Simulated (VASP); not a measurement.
# Cu4O (Pm-3m) in VASP: a series of runs

Runs on Cu4O. Level: PBE. Tasks: single point.

Everything below comes from runs of VASP 6.6.1. Logs are shortened: lines on timing, memory, paths and dates and some standing lists are left out, and cuts for length are marked.

## Step 1: The cell of the first run

Symmetry: Pm-3m, No. 221, cubic system. Conventional cell: a = 3.865 Å, b = 3.865 Å, c = 3.865 Å, α = 90.00°, β = 90.00°, γ = 90.00°. Cu (site symmetry 4/mmm) has 2 Cu at 1.93 Å within 2.6 Å. Cu (site symmetry m-3m) has 6 Cu at 1.93 Å within 2.6 Å. Within 3.6 Å of O (site symmetry m-3m) lie 20 Cu at 2.73 to 3.35 Å.

## Step 2: Single point, PBE, collinear spin, ferromagnetic start

File INCAR:

```
PREC = Accurate ; ENCUT = 520
EDIFF = 1E-6 ; ISMEAR = 0
SIGMA = 0.1 ; LREAL = F
LASPH = T ; NELM = 150
ALGO = Normal ; ISIF = 2
LWAVE = F ; LCHARG = F
ISPIN = 2 ; MAGMOM = 1 1 1 1 0
LORBIT = 11 ; LMAXMIX = 4
GGA = PE ; NBANDS = 37
```

File KPOINTS:

```
Automatic mesh
0
Gamma
  4 4 4
```

File POSCAR:

```
Cu4O
1.0
    3.8653538000      0.0000000000      0.0000000000
    0.0000000000      3.8653538000      0.0000000000
    0.0000000000      0.0000000000      3.8653538000
Cu O
4 1
Direct
    0.5000000000      0.0000000000      0.0000000000
    0.0000000000      0.5000000000      0.0000000000
    0.0000000000      0.0000000000      0.5000000000
    0.0000000000      0.0000000000      0.0000000000
    0.5000000000      0.5000000000      0.5000000000
```

Potentials or basis: VASP PAW PBE potentials, release 64 (Cu, O).

Command:

```console
$ cat potpaw_PBE.64/Cu/POTCAR potpaw_PBE.64/O/POTCAR > POTCAR
$ mpirun -np 1 vasp_std > vasp.out
```

OUTCAR:

```text
PREC = Accurate
   ENCUT = 520
   EDIFF = 1E-6
   ISMEAR = 0
   LREAL = F
   LASPH = T
   NELM = 150
   ISIF = 2
   ISPIN = 2
   LORBIT = 11
   GGA = PE

 ion  position               nearest neighbor table
   1  0.500  0.000  0.000-   4 1.93   4 1.93   2 2.73   3 2.73   2 2.73   2 2.73   3 2.73   3 2.73
                             3 2.73   2 2.73
   2  0.000  0.500  0.000-   4 1.93   4 1.93   1 2.73   3 2.73   1 2.73   3 2.73   3 2.73   3 2.73
                             1 2.73   1 2.73
   3  0.000  0.000  0.500-   4 1.93   4 1.93   1 2.73   1 2.73   2 2.73   2 2.73   2 2.73   2 2.73
                             1 2.73   1 2.73
   4  0.000  0.000  0.000-   1 1.93   2 1.93   3 1.93   3 1.93   2 1.93   1 1.93
   5  0.500  0.500  0.500-

  LATTYP: Found a simple cubic cell.
 ALAT       =     3.8653538000

  Lattice vectors:

 A1 = (   3.8653538000,   0.0000000000,   0.0000000000)
 A2 = (   0.0000000000,   3.8653538000,   0.0000000000)
 A3 = (   0.0000000000,   0.0000000000,   3.8653538000)

Analysis of symmetry for initial positions (statically):
=====================================================================
 Subroutine PRICEL returns:
 Original cell was already a primitive cell.

 Routine SETGRP: Setting up the symmetry group for a
 simple cubic supercell.

 Subroutine GETGRP returns: Found 48 space group operations
[... 9 lines left out ...]

 Routine SETGRP: Setting up the symmetry group for a
 simple cubic supercell.

 Subroutine GETGRP returns: Found 48 space group operations
 (whereof 48 operations were pure point group operations)
 out of a pool of 48 trial point group operations.

The dynamic configuration has the point symmetry O_h .

Analysis of structural, dynamic, and magnetic symmetry:
=====================================================================
 Subroutine PRICEL returns:
 Original cell was already a primitive cell.

 Routine SETGRP: Setting up the symmetry group for a
 simple cubic supercell.

 Subroutine GETGRP returns: Found 48 space group operations
 (whereof 48 operations were pure point group operations)
 out of a pool of 48 trial point group operations.

The overall configuration has the point symmetry O_h .

 Subroutine INISYM returns: Found 48 space group operations
[... 5 lines left out ...]
                                     Primitive cell

  volume of cell :      57.7521

  direct lattice vectors                    reciprocal lattice vectors
[... 106 lines left out ...]
   IVDW    =     0    specifies the selected vdW correction
   LEPSILON=     F    determine dielectric tensor
   LRPA    =     F    only Hartree local field effects (RPA)
 spin polarized calculation
 Gauss-broadening in eV      SIGMA  =   0.10
  energy-cutoff  :      520.00
  volume of cell :       57.75
 maximum number of plane-waves:      1596
 NGX is ok and might be reduce to    30
   NGX = 15   NGY = 15   NGZ = 15

 number of electron      49.9999894 magnetization       0.0001642

 number of electron      49.9999894 magnetization      -0.0001137

 Free energy of the ion-electron system (eV)
  ---------------------------------------------------
  ext. energy  EPLUGINS =         0.00000000
  ---------------------------------------------------
  free energy    TOTEN  =       -10.77562656 eV

  energy without entropy =      -10.77432538  energy(sigma->0) =      -10.77497597

 E-fermi :   5.9384     XC(G=0): -12.0412

 val. band max:        5.7832239041   @ k =   0.2500   0.2500   0.2500
 cond. band min:       6.1046353691   @ k =   0.5000   0.2500   0.0000
 fundamental gap:      0.3214114651
 Fermi energy:         5.9384499334

 spin component 1

 k-point     1 :       0.0000    0.0000    0.0000
  band No.  band energies     occupation
      1     -10.6121      1.00000
      2      -2.0392      1.00000
      3      -0.4019      1.00000
      4      -0.4019      1.00000
      5      -0.0664      1.00000
      6      -0.0664      1.00000
[... 389 lines left out ...]
     36      25.9588      0.00000
     37      25.9588      0.00000
 Fermi energy:         5.9384499334

 spin component 2

 k-point     1 :       0.0000    0.0000    0.0000
  band No.  band energies     occupation
      1     -10.6122      1.00000
      2      -2.0392      1.00000
      3      -0.4019      1.00000
      4      -0.4019      1.00000
      5      -0.0664      1.00000
      6      -0.0664      1.00000
[... 389 lines left out ...]
     36      25.9588      0.00000
     37      25.9588      0.00000

------------------------ aborting loop because EDIFF is reached ----------------------------------------

  FORCE on cell =-STRESS in cart. coord.  units (eV):
  Direction    XX          YY          ZZ          XY          YZ          ZX
  --------------------------------------------------------------------------------------
  -------------------------------------------------------------------------------------
  Total       21.6209075     21.6209075     21.6209075      0.0000000      0.0000000      0.0000000
  in kB      599.8142058    599.8142058    599.8142058      0.0000000      0.0000000      0.0000000
  external PRESSURE =     599.8142058 kB  Pullay stress =       0.0000000 kB

 VOLUME and BASIS-vectors are now :
 -----------------------------------------------------------------------------
  energy-cutoff  :      520.00
  volume of cell :       57.75
      direct lattice vectors                 reciprocal lattice vectors
     3.865353800  0.000000000  0.000000000     0.258708530  0.000000000  0.000000000
     0.000000000  3.865353800  0.000000000     0.000000000  0.258708530  0.000000000
     0.000000000  0.000000000  3.865353800     0.000000000  0.000000000  0.258708530

 POSITION                                       TOTAL-FORCE (eV/Angst)
 -----------------------------------------------------------------------------------
      1.93268      0.00000      0.00000         0.000000      0.000000      0.000000
      0.00000      1.93268      0.00000         0.000000      0.000000      0.000000
      0.00000      0.00000      1.93268         0.000000      0.000000      0.000000
      0.00000      0.00000      0.00000         0.000000      0.000000      0.000000
      1.93268      1.93268      1.93268         0.000000      0.000000      0.000000
 -----------------------------------------------------------------------------------
    total drift:                                0.000000     -0.000000      0.000000

  FREE ENERGIE OF THE ION-ELECTRON SYSTEM (eV)
  ---------------------------------------------------
  free  energy   TOTEN  =       -10.7756265606 eV

  energy  without entropy=      -10.7743253848  energy(sigma->0) =      -10.77497597

 total charge

# of ion       s       p       d       tot
------------------------------------------
    1        0.468   0.393   9.314  10.174
    2        0.468   0.393   9.314  10.174
    3        0.468   0.393   9.314  10.174
    4        0.853   0.746   9.462  11.061
    5        1.612   3.112   0.000   4.724
--------------------------------------------------
tot          3.868   5.036  37.403  46.307

 magnetization (x)

# of ion       s       p       d       tot
------------------------------------------
    1        0.000   0.000   0.000   0.000
    2        0.000   0.000   0.000   0.000
    3        0.000   0.000   0.000   0.000
    4        0.000   0.000   0.000   0.000
    5       -0.000  -0.000   0.000  -0.000
--------------------------------------------------
tot          0.000  -0.000   0.000  -0.000
```

stdout:

```text
POSCAR found type information on POSCAR CuO
 POSCAR found :  2 types and       5 ions
 scaLAPACK will be used
 LDA part: xc-table for (Slater+PW92), standard interpolation
 POSCAR, INCAR and KPOINTS ok, starting setup
 FFT: planning ... GRIDC
 FFT: planning ... GRID_SOFT
 FFT: planning ... GRID
 WAVECAR not read
 entering main loop
```

It took 59 s on 1 thread of AMD EPYC 7R43 (Zen 3), shared host; peak memory 0.16 GiB.

What came out:

```yaml
Free_energy: -10.7756 eV
Pressure: 60.0 GPa
Band_gap_on_the_k_mesh: 0.32 eV, indirect (least direct gap 0.58 eV)
Net_moment: 0.00 μB per cell
Valence_electrons_inside_the_program's_atomic_spheres: Cu 10.17, 11.06; O 4.72
```

## Step 3: Single point, PBE

This run uses another cell than the first one, of 16.60 Å³/atom, 1.437 times its volume.

File INCAR:

```
SYSTEM = Cu4O
  ALGO = Normal
  EDIFF = 1E-7
  ENCUT = 520
  GGA = PE
  ISIF = 2
  ISMEAR = 0
  LASPH = .TRUE.
  LCHARG = .TRUE.
  LELF = .TRUE.
  LREAL = .FALSE.
  LVHAR = .TRUE.
  LWAVE = .FALSE.
  NBANDS = 33
  NELM = 80
  PREC = Accurate
  SIGMA = 0.01
```

File KPOINTS:

```
k-points
0
G
  8 8 8
  0 0 0
```

POSCAR, as its differences from that of step 2:

```diff
@@ -2,5 +2,5 @@
 1.0
-    3.8653538000      0.0000000000      0.0000000000
-    0.0000000000      3.8653538000      0.0000000000
-    0.0000000000      0.0000000000      3.8653538000
+    4.3618272167      0.0000000000      0.0000000000
+    0.0000000000      4.3618272167      0.0000000000
+    0.0000000000      0.0000000000      4.3618272167
 Cu O
```

Potentials or basis: VASP PAW PBE potentials, release 64 (Cu, O).

Command:

```console
$ cat potpaw_PBE.64/Cu/POTCAR potpaw_PBE.64/O/POTCAR > POTCAR
$ mpirun -np 1 vasp_std > vasp.out
```

Wall time 2.3 min (1 thread of AMD EPYC 7R43 (Zen 3), shared host); peak memory 0.18 GiB.

The run converged. Its results:

```
Free energy            : -14.1666 eV
Pressure               : 0.2 GPa
Band gap on the k mesh : 0.10 eV, direct
```

Levels at points of the mesh, in eV from the valence-band top:
```
           k point  band 21  band 22  band 23  band 24  band 25  band 26  band 27  band 28  band 29  band 30
(0.00, 0.00, 0.00)    -0.90    -0.90    -0.90    -0.45    -0.45     2.46     2.46     2.46     4.83     4.83
(0.50, 0.00, 0.00)    -1.04    -0.90    -0.48    -0.40    -0.40     0.31     3.13     3.13     5.68     6.91
(0.50, 0.50, 0.00)    -1.03    -0.96    -0.96    -0.88    -0.20     1.24     1.24     3.26     4.72     7.15
(0.50, 0.50, 0.50)    -1.16    -1.16    -1.12    -1.12    -1.12     1.02     1.02     1.02     4.72     4.72
```
